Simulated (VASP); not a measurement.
# Ba (P6_3/mmc) in VASP: further runs

The runs below take Ba through single point, with r2SCAN.

All numbers are computed with VASP 6.6.1; they aren't measurements. Logs are shortened: lines on timing, memory, paths and dates and some standing lists are left out, and cuts for length are marked.

**1. The cell of the first run**

It takes space group P6_3/mmc (No. 194, hexagonal). The conventional cell has a = 4.727 Å, b = 4.727 Å, c = 15.485 Å, α = 90.00°, β = 90.00°, γ = 120.00°.

This isn't the form of Ba at room conditions, which is bcc.

**2. Single point, r2SCAN (74.91 Å³/atom)**

Input file POSCAR:

```
Ba
1.0
    4.7271080281      0.0000000000      0.0000000000
   -2.3635540140      4.0937956388      0.0000000000
    0.0000000000      0.0000000000     15.4848432715
Ba
4
Direct
    0.0000000000      1.0000000000      0.0000000000
    0.0000000000      1.0000000000      0.5000000000
    0.3333333333      0.6666666667      0.2500000000
    0.6666666667      0.3333333333      0.7500000000
```

Input file INCAR.step1:

```
SYSTEM = Ba
PREC = Accurate
ENCUT = 520
ISMEAR = -1
SIGMA = 0.1
LREAL = .FALSE.
LASPH = .TRUE.
NELM = 60
NBANDS = 28
GGA = PE
ALGO = Normal
EDIFF = 1E-4
LWAVE = .TRUE.
LCHARG = .FALSE.
```

Input file INCAR.step2:

```
SYSTEM = Ba
PREC = Accurate
ENCUT = 520
EDIFF = 1E-6
ISMEAR = -1
SIGMA = 0.1
LREAL = .FALSE.
LASPH = .TRUE.
NELM = 60
ALGO = Normal
ISIF = 2
LWAVE = .FALSE.
LCHARG = .FALSE.
METAGGA = R2SCAN
LMIXTAU = .TRUE.
NBANDS = 28
ISTART = 1
```

Input file KPOINTS:

```
regular mesh
0
G
  9 9 3
  0 0 0
```

Potentials or basis: VASP PAW PBE potentials, release 64 (Ba_sv).

Started as:

```console
$ cat potpaw_PBE.64/Ba_sv/POTCAR > POTCAR
$ cp INCAR.step1 INCAR
$ mpirun -np 1 vasp_std > vasp.out
$ cp INCAR.step2 INCAR
$ mpirun -np 1 vasp_std > vasp.out
```

OUTCAR:

```text
SYSTEM = Ba
   PREC = Accurate
   ENCUT = 520
   EDIFF = 1E-6
   ISMEAR = -1
   LREAL = .FALSE.
   LASPH = .TRUE.
   NELM = 60
   ISIF = 2
   METAGGA = R2SCAN
   ISTART = 1

 ion  position               nearest neighbor table
   1  0.000  0.000  0.000-   3 4.74   4 4.74   4 4.74   3 4.74   4 4.74   3 4.74
   2  0.000  0.000  0.500-   3 4.74   4 4.74   4 4.74   3 4.74   4 4.74   3 4.74
   3  0.333  0.667  0.250-   1 4.74   2 4.74   1 4.74   2 4.74   1 4.74   2 4.74
   4  0.667  0.333  0.750-   1 4.74   2 4.74   1 4.74   2 4.74   1 4.74   2 4.74

  LATTYP: Found a hexagonal cell.
 ALAT       =     4.7271080281
 C/A-ratio  =     3.2757540508

  Lattice vectors:

 A1 = (   4.7271080281,   0.0000000000,   0.0000000000)
 A2 = (  -2.3635540140,   4.0937956388,   0.0000000000)
 A3 = (   0.0000000000,   0.0000000000,  15.4848432715)

Analysis of symmetry for initial positions (statically):
=====================================================================
 Subroutine PRICEL returns:
 Original cell was already a primitive cell.

 Routine SETGRP: Setting up the symmetry group for a
 hexagonal supercell.

 Subroutine GETGRP returns: Found 24 space group operations
 (whereof 12 operations were pure point group operations)
 out of a pool of 24 trial point group operations.

The static configuration has the point symmetry D_3d.
 The point group associated with its full space group is D_6h.

Analysis of symmetry for dynamics (positions and initial velocities):
=====================================================================
 Subroutine PRICEL returns:
 Original cell was already a primitive cell.

 Routine SETGRP: Setting up the symmetry group for a
 hexagonal supercell.

 Subroutine GETGRP returns: Found 24 space group operations
 (whereof 12 operations were pure point group operations)
 out of a pool of 24 trial point group operations.

The dynamic configuration has the point symmetry D_3d.
 The point group associated with its full space group is D_6h.

 Subroutine INISYM returns: Found 24 space group operations
 (whereof 12 operations are pure point group operations),
 and found     1 'primitive' translations

----------------------------------------------------------------------------------------

[... 91 lines left out ...]
   LSORBIT =      F    spin-orbit coupling
   LASPH  =      T    aspherical Exc in radial PAW
   ENCUT  =  520.0 eV  38.22 Ry    6.18 a.u.   8.79  8.79 28.79*2*pi/ulx,y,z
   NELM   =     60;   NELMIN=  2; NELMDL=  0     # of ELM steps
   EDIFF  = 0.1E-05   stopping-criterion for ELM
   LREAL  =      F    real-space projection
   EDIFFG = 0.1E-04   stopping-criterion for IOM
   NSW    =      0    number of steps for IOM
   IBRION =     -1    ionic relax: 0-MD 1-quasi-New 2-CG
   NFREE  =      0    steps in history (QN), initial steepest desc. (CG)
   ISIF   =      2    stress and relaxation
   ISYM   =      2    0-nonsym 1-usesym 2-fastsym
   POTIM  = 0.5000    time-step for ionic-motion
   TEBEG  =    0.0;   TEEND  =   0.0 temperature during run
   PSTRESS=    0.0 pullay stress
   NELECT =      40.0000    total number of electrons
   NUPDOWN=      -1.0000    fix difference up-down
   EMIN   =  10.00;   EMAX   =-10.00  energy-range for DOS
   EFERMI =   0.00;   METHOD = LEGACY
   ISMEAR =    -1;   SIGMA  =   0.10  broadening in eV -4-tet -1-fermi 0-gaus
   EFERMI_NEDOS =   21; number of points for ismear=-14 and -15
   IALGO  =     38    algorithm
   IMIX   =      4    mixing-type and parameters
     AMIX     =   0.40;   BMIX     =  1.00
     AMIX_MAG =   1.60;   BMIX_MAG =  1.00
  volume/ion in A,a.u.               =      74.91       505.55
  Fermi-wavevector in a.u.,A,eV,Ry     =   0.836666  1.581069  9.524209  0.700010
  Thomas-Fermi vector in A             =   1.950428
   LORBIT       =      0    0 simple, 1 ext, 2 COOP (PROOUT), +10 PAW based schemes
   METAGGA = R2SCAN    functional components
   LHFCALC =     F    Hartree Fock is set to
   AEXX    =    0.0000 exact exchange contribution
   IVDW    =     0    specifies the selected vdW correction
   LEPSILON=     F    determine dielectric tensor
   LRPA    =     F    only Hartree local field effects (RPA)
 non-spin polarized calculation
  energy-cutoff  :      520.00
  volume of cell :      299.66
 maximum number of plane-waves:      8086
 NGX is ok and might be reduce to    36
   NGX = 17   NGY = 17   NGZ = 57

 number of electron      40.0000001 magnetization

 Free energy of the ion-electron system (eV)
  ---------------------------------------------------
  ext. energy  EPLUGINS =         0.00000000
  ---------------------------------------------------
  free energy    TOTEN  =      -105.63191453 eV

  energy without entropy =     -105.39820721  energy(sigma->0) =     -105.51506087

 E-fermi :   1.2396     XC(G=0):  -7.2786

 val. band max:        1.2089245939   @ k =   0.3333  -0.0000   0.0000
 cond. band min:       1.2400607187   @ k =   0.2222   0.2222   0.0000
 fundamental gap:      0.0311361248
 Fermi energy:         1.2396399247

 k-point     1 :       0.0000    0.0000    0.0000
  band No.  band energies     occupation
      1     -29.0363      2.00000
      2     -29.0268      2.00000
      3     -29.0260      2.00000
      4     -29.0164      2.00000
      5     -13.9042      2.00000
      6     -13.7752      2.00000
[... 733 lines left out ...]
     27       2.0641      0.00053
     28       2.2257      0.00010

------------------------ aborting loop because EDIFF is reached ----------------------------------------

  FORCE on cell =-STRESS in cart. coord.  units (eV):
  Direction    XX          YY          ZZ          XY          YZ          ZX
  --------------------------------------------------------------------------------------
  -------------------------------------------------------------------------------------
  Total       -1.3182705     -1.3182705     -1.3294329     -0.0000000      0.0000000      0.0000000
  in kB       -7.0483364     -7.0483364     -7.1080178     -0.0000000      0.0000000      0.0000000
  external PRESSURE =      -7.0682302 kB  Pullay stress =       0.0000000 kB

 VOLUME and BASIS-vectors are now :
 -----------------------------------------------------------------------------
  energy-cutoff  :      520.00
  volume of cell :      299.66
      direct lattice vectors                 reciprocal lattice vectors
     4.727108028  0.000000000  0.000000000     0.211545832  0.122136043  0.000000000
    -2.363554014  4.093795639  0.000000000     0.000000000  0.244272086  0.000000000
     0.000000000  0.000000000 15.484843272     0.000000000  0.000000000  0.064579278

 POSITION                                       TOTAL-FORCE (eV/Angst)
 -----------------------------------------------------------------------------------
      0.00000      0.00000      0.00000        -0.000000      0.000000      0.000000
      0.00000      0.00000      7.74242         0.000000      0.000000      0.000000
     -0.00000      2.72920      3.87121         0.000000      0.000000      0.000000
      2.36355      1.36460     11.61363        -0.000000     -0.000000     -0.000000
 -----------------------------------------------------------------------------------
    total drift:                               -0.000000      0.000000      0.000000

  FREE ENERGIE OF THE ION-ELECTRON SYSTEM (eV)
  ---------------------------------------------------
  free  energy   TOTEN  =      -105.6319145285 eV

  energy  without entropy=     -105.3982072150  energy(sigma->0) =     -105.51506087
```

OUTCAR.step1:

```text
SYSTEM = Ba
   PREC = Accurate
   ENCUT = 520
   ISMEAR = -1
   LREAL = .FALSE.
   LASPH = .TRUE.
   NELM = 60
[... 971 lines left out ...]
      0.00000      0.00000      7.74242         0.000000      0.000000      0.000000
     -0.00000      2.72920      3.87121        -0.000000     -0.000000     -0.000000
      2.36355      1.36460     11.61363         0.000000      0.000000      0.000000
 -----------------------------------------------------------------------------------
    total drift:                               -0.000000      0.000000      0.000000

  FREE ENERGIE OF THE ION-ELECTRON SYSTEM (eV)
  ---------------------------------------------------
  free  energy   TOTEN  =        -7.5364075215 eV

  energy  without entropy=       -7.2886409511  energy(sigma->0) =       -7.41252424
```

OSZICAR.step1:

```text
N       E                     dE             d eps       ncg     rms          rms(c)
DAV:   1     0.332193972194E+03    0.33219E+03   -0.15554E+04  1344   0.114E+03
DAV:   2     0.220804539297E+02   -0.31011E+03   -0.30495E+03  1952   0.227E+02
DAV:   3    -0.656260711241E+01   -0.28643E+02   -0.28338E+02  1968   0.724E+01
DAV:   4    -0.750828938716E+01   -0.94568E+00   -0.93950E+00  1988   0.113E+01
DAV:   5    -0.752846499113E+01   -0.20176E-01   -0.20102E-01  1812   0.178E+00    0.279E+00
DAV:   6    -0.753202269889E+01   -0.35577E-02   -0.18351E-02  1856   0.852E-01    0.166E+00
DAV:   7    -0.753605763660E+01   -0.40349E-02   -0.23243E-02  1596   0.132E+00    0.917E-02
DAV:   8    -0.753633359415E+01   -0.27596E-03   -0.75064E-04  1948   0.151E-01    0.459E-02
DAV:   9    -0.753640752152E+01   -0.73927E-04   -0.11660E-04  1092   0.522E-02
   1 F= -.75364075E+01 E0= -.74125242E+01  d E =-.247767E+00
```

It took 6.9 min on 1 thread of Intel Xeon 6975P-C (Granite Rapids), shared host; peak memory 0.49 GiB.

Results:

```yaml
Free_energy: -105.6319 eV
Pressure: -0.7 GPa
Band_gap_on_the_k_mesh: zero (bands 20 and 21 overlap by 0.06 eV)
```

Caveat: the PAW data sets were made with another functional, which shifts forces and pressure a little; spin-orbit coupling is left out, which moves the levels of the heavy elements.

**3. Single point, r2SCAN**

This run uses another cell than the first one, of 66.89 Å³/atom.

Input file POSCAR:

```
Ba
1.0
    4.5518665360      0.0000000000      0.0000000000
   -2.2759332680      3.9420320548      0.0000000000
    0.0000000000      0.0000000000     14.9107952438
Ba
4
Direct
    0.0000000000      1.0000000000      0.0000000000
    0.0000000000      1.0000000000      0.5000000000
    0.3333333333      0.6666666667      0.2500000000
    0.6666666667      0.3333333333      0.7500000000
```

Input file INCAR.step1:

```
ALGO = Normal ; EDIFF = 1E-4
ENCUT = 520 ; GGA = PE
ISMEAR = -1 ; LASPH = T
LCHARG = F ; LREAL = F
LWAVE = T ; NBANDS = 28
NELM = 80 ; PREC = Accurate
SIGMA = 0.1
```

Input file INCAR.step2:

```
ALGO = Normal ; EDIFF = 1E-6
ENCUT = 520 ; ISIF = 2
ISMEAR = -1 ; ISTART = 1
LASPH = T ; LCHARG = F
LMIXTAU = T ; LREAL = F
LWAVE = F ; METAGGA = R2SCAN
NBANDS = 28 ; NELM = 80
PREC = Accurate ; SIGMA = 0.1
```

Input file KPOINTS:

```
k-points
0
Gamma
  11 11 3
```

Potentials or basis: VASP PAW PBE potentials, release 64 (Ba_sv).

Started as:

```console
$ cat potpaw_PBE.64/Ba_sv/POTCAR > POTCAR
$ cp INCAR.step1 INCAR
$ mpirun -np 1 vasp_std > vasp.out
$ cp INCAR.step2 INCAR
$ mpirun -np 1 vasp_std > vasp.out
```

Wall time 6.1 min (1 thread of Intel Xeon 6975P-C (Granite Rapids), shared host); peak memory 0.49 GiB.

Results (log left out):

```yaml
Free_energy: -105.7018 eV
Pressure: 0.1 GPa
Band_gap_on_the_k_mesh: zero (bands 20 and 21 overlap by 0.04 eV)
```

Levels at points of the mesh, in eV from the Fermi level:
| k point | band 16 | band 17 | band 18 | band 19 | band 20 | band 21 | band 22 | band 23 | band 24 | band 25 |
| --- | --- | --- | --- | --- | --- | --- | --- | --- | --- | --- |
| (0.00, 0.00, 0.00) | -14.62 | -2.92 | -1.97 | -1.96 | -0.93 | 0.79 | 1.05 | 1.07 | 1.80 | 1.80 |

Caveat: the PAW data sets were made with another functional, which shifts forces and pressure a little; spin-orbit coupling is left out, which moves the levels of the heavy elements.
